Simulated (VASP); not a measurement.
# BiTe (P6_3/mmc) in VASP: notebook

Runs on BiTe. Level: PBE. Tasks: relaxation of cell and atoms, single point.

Program: VASP 6.6.1. These are calculated values, not measurements. Logs are shortened: lines on timing, memory, paths and dates and some standing lists are left out, and cuts for length are marked.

### 1 The cell of the first run

The structure is hexagonal, space group P6_3/mmc (No. 194). Conventional cell: a = 5.341 Å, b = 5.341 Å, c = 6.874 Å, α = 90.00°, β = 90.00°, γ = 120.00°. Bi (site symmetry -6m2) has 5 Te at 3.08 to 3.44 Å within 4.1 Å. Te (site symmetry -6m2) has 5 Bi at 3.08 to 3.44 Å within 4.1 Å.

### 2 Relaxation of cell and atoms, PBE

INCAR reads:

```
SYSTEM = BiTe
PREC = Accurate
ENCUT = 600
EDIFF = 1E-6
ISMEAR = 0
SIGMA = 0.1
LREAL = .False.
LASPH = .True.
NELM = 60
ALGO = Normal
ISIF = 3
LWAVE = .False.
LCHARG = .False.
GGA = PE
IBRION = 2
NSW = 90
EDIFFG = -0.04
```

KPOINTS reads:

```
regular mesh
0
Gamma
  6 6 4
  0 0 0
```

POSCAR reads:

```
BiTe
1.0
    5.3413015696      0.0000000000      0.0000000000
   -2.6706507848      4.6257028486      0.0000000000
    0.0000000000      0.0000000000      6.8737809127
Bi Te
2 2
Direct
    0.3333333333      0.6666666667      0.2500000000
    0.6666666667      0.3333333333      0.7500000000
    0.3333333333      0.6666666667      0.7500000000
    0.6666666667      0.3333333333      0.2500000000
```

Potentials or basis: VASP PAW PBE potentials, release 64 (Bi_d, Te).

Run with:

```sh
cat potpaw_PBE.64/Bi_d/POTCAR potpaw_PBE.64/Te/POTCAR > POTCAR
mpirun -np 1 vasp_std > vasp.out
```

OUTCAR:

```text
SYSTEM = BiTe
   PREC = Accurate
   ENCUT = 600
   EDIFF = 1E-6
   ISMEAR = 0
   LREAL = .False.
   LASPH = .True.
   NELM = 60
   ISIF = 3
   GGA = PE
   IBRION = 2
   NSW = 90
   EDIFFG = -0.04

 ion  position               nearest neighbor table
   1  0.333  0.667  0.250-   4 3.08   4 3.08   4 3.08   3 3.44   3 3.44
   2  0.667  0.333  0.750-   3 3.08   3 3.08   3 3.08   4 3.44   4 3.44
   3  0.333  0.667  0.750-   2 3.08   2 3.08   2 3.08   1 3.44   1 3.44
   4  0.667  0.333  0.250-   1 3.08   1 3.08   1 3.08   2 3.44   2 3.44

  LATTYP: Found a hexagonal cell.
 ALAT       =     5.3413015696
 C/A-ratio  =     1.2869112188

  Lattice vectors:

 A1 = (   5.3413015696,   0.0000000000,   0.0000000000)
 A2 = (  -2.6706507848,   4.6257028486,   0.0000000000)
 A3 = (   0.0000000000,   0.0000000000,   6.8737809127)

Analysis of symmetry for initial positions (statically):
=====================================================================
 Subroutine PRICEL returns:
 Original cell was already a primitive cell.

 Routine SETGRP: Setting up the symmetry group for a
 hexagonal supercell.

 Subroutine GETGRP returns: Found 24 space group operations
 (whereof 12 operations were pure point group operations)
 out of a pool of 24 trial point group operations.

The static configuration has the point symmetry D_3d.
 The point group associated with its full space group is D_6h.

Analysis of symmetry for dynamics (positions and initial velocities):
=====================================================================
 Subroutine PRICEL returns:
 Original cell was already a primitive cell.

 Routine SETGRP: Setting up the symmetry group for a
 hexagonal supercell.

 Subroutine GETGRP returns: Found 24 space group operations
 (whereof 12 operations were pure point group operations)
 out of a pool of 24 trial point group operations.

The dynamic configuration has the point symmetry D_3d.
 The point group associated with its full space group is D_6h.

 Subroutine INISYM returns: Found 24 space group operations
 (whereof 12 operations are pure point group operations),
 and found     1 'primitive' translations

----------------------------------------------------------------------------------------

                                     Primitive cell

  volume of cell :     169.8324

  direct lattice vectors                    reciprocal lattice vectors
     5.341301570  0.000000000  0.000000000     0.187220285  0.108091682  0.000000000
[... 77 lines left out ...]
   PREC   = accura    normal or accurate (medium, high low for compatibility)
   ISTART =      0    job   : 0-new  1-cont  2-samecut
   ICHARG =      2    charge: 1-file 2-atom 10-const
   ISPIN  =      1    spin polarized calculation?
   LNONCOLLINEAR =      F non collinear calculations
   LSORBIT =      F    spin-orbit coupling
   LASPH  =      T    aspherical Exc in radial PAW
   ENCUT  =  600.0 eV  44.10 Ry    6.64 a.u.  10.67 10.67 13.73*2*pi/ulx,y,z
   NELM   =     60;   NELMIN=  2; NELMDL= -5     # of ELM steps
   EDIFF  = 0.1E-05   stopping-criterion for ELM
   LREAL  =      F    real-space projection
   EDIFFG = -.4E-01   stopping-criterion for IOM
   NSW    =     90    number of steps for IOM
   IBRION =      2    ionic relax: 0-MD 1-quasi-New 2-CG
   NFREE  =      1    steps in history (QN), initial steepest desc. (CG)
   ISIF   =      3    stress and relaxation
   ISYM   =      2    0-nonsym 1-usesym 2-fastsym
   POTIM  = 0.5000    time-step for ionic-motion
   TEBEG  =    0.0;   TEEND  =   0.0 temperature during run
   PSTRESS=    0.0 pullay stress
   NELECT =      42.0000    total number of electrons
   NUPDOWN=      -1.0000    fix difference up-down
   EMIN   =  10.00;   EMAX   =-10.00  energy-range for DOS
   EFERMI =   0.00;   METHOD = LEGACY
   ISMEAR =     0;   SIGMA  =   0.10  broadening in eV -4-tet -1-fermi 0-gaus
   EFERMI_NEDOS =   21; number of points for ismear=-14 and -15
   IALGO  =     38    algorithm
   IMIX   =      4    mixing-type and parameters
     AMIX     =   0.40;   BMIX     =  1.00
     AMIX_MAG =   1.60;   BMIX_MAG =  1.00
  volume/ion in A,a.u.               =      42.46       286.52
  Fermi-wavevector in a.u.,A,eV,Ry     =   1.027585  1.941854 14.366813  1.055931
  Thomas-Fermi vector in A             =   2.161537
   LORBIT       =      0    0 simple, 1 ext, 2 COOP (PROOUT), +10 PAW based schemes
   GGA     = PE    functional components
   LHFCALC =     F    Hartree Fock is set to
   AEXX    =    0.0000 exact exchange contribution
   IVDW    =     0    specifies the selected vdW correction
   LEPSILON=     F    determine dielectric tensor
   LRPA    =     F    only Hartree local field effects (RPA)
 conjugate gradient relaxation of ions
 non-spin polarized calculation
 Gauss-broadening in eV      SIGMA  =   0.10
  energy-cutoff  :      600.00
  volume of cell :      169.83
 maximum number of plane-waves:      5692
 NGX is ok and might be reduce to    48
   NGX = 21   NGY = 21   NGZ = 27

--------------------------------------- Ionic step        1  -------------------------------------------

 number of electron      41.9999992 magnetization

 Free energy of the ion-electron system (eV)
  ---------------------------------------------------
  ext. energy  EPLUGINS =         0.00000000
  ---------------------------------------------------
  free energy    TOTEN  =       -13.51951142 eV

  energy without entropy =      -13.49675026  energy(sigma->0) =      -13.50813084

------------------------ aborting loop because EDIFF is reached ----------------------------------------

  FORCE on cell =-STRESS in cart. coord.  units (eV):
  Direction    XX          YY          ZZ          XY          YZ          ZX
  --------------------------------------------------------------------------------------
  -------------------------------------------------------------------------------------
  Total        1.0610766      1.0610766     -1.6881277      0.0000000     -0.0000000      0.0000000
  in kB       10.0100631     10.0100631    -15.9255838      0.0000000     -0.0000000      0.0000000
  external PRESSURE =       1.3648475 kB  Pullay stress =       0.0000000 kB
[... 215 lines left out ...]
--------------------------------------- Ionic step        7  -------------------------------------------

 number of electron      41.9999991 magnetization

 Free energy of the ion-electron system (eV)
  ---------------------------------------------------
  ext. energy  EPLUGINS =         0.00000000
  ---------------------------------------------------
  free energy    TOTEN  =       -13.74096451 eV

  energy without entropy =      -13.72080091  energy(sigma->0) =      -13.73088271

 E-fermi :   4.5598     XC(G=0):  -8.1655

 val. band max:        4.5537973976   @ k =   0.1667   0.1667   0.5000
 cond. band min:       4.5816297960   @ k =   0.1667   0.0000   0.0000
 fundamental gap:      0.0278323984
 Fermi energy:         4.5598003442

 k-point     1 :       0.0000    0.0000    0.0000
  band No.  band energies     occupation
      1     -18.7120      2.00000
      2     -18.7120      2.00000
      3     -18.7114      2.00000
      4     -18.7114      2.00000
      5     -18.6872      2.00000
      6     -18.6827      2.00000
[... 608 lines left out ...]
  FREE ENERGIE OF THE ION-ELECTRON SYSTEM (eV)
  ---------------------------------------------------
  free  energy   TOTEN  =       -13.7409645089 eV

  energy  without entropy=      -13.7208009087  energy(sigma->0) =      -13.73088271

 reached required accuracy - stopping structural energy minimisation
```

OSZICAR:

```text
N       E                     dE             d eps       ncg     rms          rms(c)
DAV:   1     0.409677173829E+03    0.40968E+03   -0.21409E+04  1050   0.178E+03
DAV:   2     0.251580024912E+02   -0.38452E+03   -0.38060E+03  1145   0.426E+02
DAV:   3    -0.121376096303E+02   -0.37296E+02   -0.36800E+02  1320   0.148E+02
DAV:   4    -0.135730222465E+02   -0.14354E+01   -0.14273E+01  1149   0.313E+01
[... 69 lines left out ...]
DAV:   3    -0.137410327329E+02    0.83026E-02   -0.27363E-02  1251   0.192E+00    0.845E-02
DAV:   4    -0.137409814505E+02    0.51282E-04   -0.13053E-03  1405   0.284E-01    0.949E-02
DAV:   5    -0.137409685326E+02    0.12918E-04   -0.11191E-04  1289   0.853E-02    0.352E-02
DAV:   6    -0.137409641077E+02    0.44250E-05   -0.16398E-05  1146   0.300E-02    0.599E-03
DAV:   7    -0.137409645089E+02   -0.40121E-06   -0.34187E-06   870   0.139E-02
   7 F= -.13740965E+02 E0= -.13730883E+02  d E =-.236278E-02
```

CONTCAR:

```text
BiTe
   1.00000000000000
     5.5266355424413565    0.0000000000000000   -0.0000000000000000
    -2.7633177712206782    4.7862067772703609    0.0000000000000000
     0.0000000000000000   -0.0000000000000000    6.4315193613984096
  Bi              Te
     2     2
Direct
     0.3333333332999970    0.6666666667000030    0.2500000000000000
     0.6666666667000030    0.3333333332999970    0.7500000000000000
     0.3333333332999970    0.6666666667000030    0.7500000000000000
     0.6666666667000030    0.3333333332999970    0.2500000000000000

  0.00000000E+00  0.00000000E+00  0.00000000E+00
  0.00000000E+00  0.00000000E+00  0.00000000E+00
  0.00000000E+00  0.00000000E+00  0.00000000E+00
  0.00000000E+00  0.00000000E+00  0.00000000E+00
```

Run time: 14 min. Hardware: 1 thread of Intel Xeon 8259CL, shared host; peak memory 0.42 GiB.

What came out:

- Free energy: -13.7410 eV
- Relaxed volume: 42.53 Å³/atom
- Relaxed cell: a = 5.527 Å, b = 5.527 Å, c = 6.432 Å, α = 90.00°, β = 90.00°, γ = 120.00°
- Space group after relaxing (to 0.1 Å): P6_3/mmc (No. 194)
- Energy gained by relaxing: 55.4 meV/atom
- Ionic steps: 7
- Pressure after relaxing: -0.1 GPa
- Band gap on the k mesh: zero (bands 21 and 22 overlap by 1.01 eV)

Stress tensor (GPa, compression positive):
```
-0.14  0.00  0.00
 0.00 -0.14  0.00
 0.00  0.00  0.11
```

The path:
```csv
step,energy change (eV),largest force (eV/Å),pressure (GPa),volume (Å³)
1,0.0000,0.0000,0.14,169.83
2,-0.0885,0.0000,-0.09,170.66
3,-0.1774,0.0000,-0.29,172.38
4,-0.2185,0.0000,-0.41,171.82
5,-0.2191,0.0000,-0.40,171.89
6,-0.2190,0.0000,0.32,168.35
7,-0.2215,0.0000,-0.05,170.12
```

Final structure:
```
Bi Te
1.0
     5.52664    0.00000    0.00000
    -2.76332    4.78621    0.00000
     0.00000    0.00000    6.43152
Bi Te
2 2
Direct
  0.33333 0.66667 0.25000
  0.66667 0.33333 0.75000
  0.33333 0.66667 0.75000
  0.66667 0.33333 0.25000
```

Caveat: spin-orbit coupling is left out, which moves the levels of the heavy elements.

### 3 Single point, PBE

This run uses another cell than the first one, of 42.27 Å³/atom.

INCAR reads:

```
SYSTEM = BiTe
PREC     = Accurate       ! precision mode
ENCUT    = 520            ! plane-wave cutoff, eV
EDIFF    = 1E-7           ! SCF threshold, eV
ISMEAR   = 0              ! smearing method
SIGMA    = 0.1            ! smearing width, eV
LREAL    = .FALSE.        ! projectors in reciprocal space
LASPH    = .TRUE.         ! aspherical terms in the spheres
NELM     = 60             ! most SCF steps
ALGO     = Normal         ! electronic algorithm
ISIF     = 2              ! what is computed and relaxed
LWAVE    = .FALSE.        ! write WAVECAR
LCHARG   = .FALSE.        ! write CHGCAR
GGA      = PE             ! functional
NBANDS   = 29             ! bands
```

KPOINTS reads:

```
regular mesh
0
G
  12 12 8
  0 0 0
```

POSCAR reads:

```
BiTe
1.0
    5.4703916972      0.0000000000      0.0000000000
   -2.7351958486      4.7374981784      0.0000000000
    0.0000000000      0.0000000000      6.5236714038
Bi Te
2 2
Direct
    0.3333333333      0.6666666667      0.2500000000
    0.6666666667      0.3333333333      0.7500000000
    0.3333333333      0.6666666667      0.7500000000
    0.6666666667      0.3333333333      0.2500000000
```

Potentials or basis: VASP PAW PBE potentials, release 64 (Bi_d, Te).

Run with:

```sh
cat potpaw_PBE.64/Bi_d/POTCAR potpaw_PBE.64/Te/POTCAR > POTCAR
mpirun -np 1 vasp_std > vasp.out
```

Wall time 14 min (1 thread of Intel Xeon 8259CL, shared host); peak memory 0.56 GiB.

It converged, with:

| Item | Value |
| --- | --- |
| Free energy | -13.7134 eV |
| Pressure | 0.0 GPa |
| Band gap on the k mesh | zero (bands 21 and 22 overlap by 1.25 eV) |

Levels at points of the mesh, in eV from the Fermi level:
```tsv
k point	band 18	band 19	band 20	band 21	band 22	band 23	band 24	band 25
(0.00, 0.00, 0.00)	-2.64	-2.62	-2.62	-0.35	-0.35	1.30	1.30	2.20
(0.50, 0.00, 0.00)	-3.34	-3.09	-1.75	0.50	1.68	1.86	2.68	3.15
(0.00, 0.00, 0.50)	-3.40	-2.53	-2.53	0.26	0.26	0.26	0.26	0.60
(0.50, 0.00, 0.50)	-2.68	-1.93	-1.93	-0.49	-0.49	1.00	1.00	2.26
```

Caveat: spin-orbit coupling is left out, which moves the levels of the heavy elements.
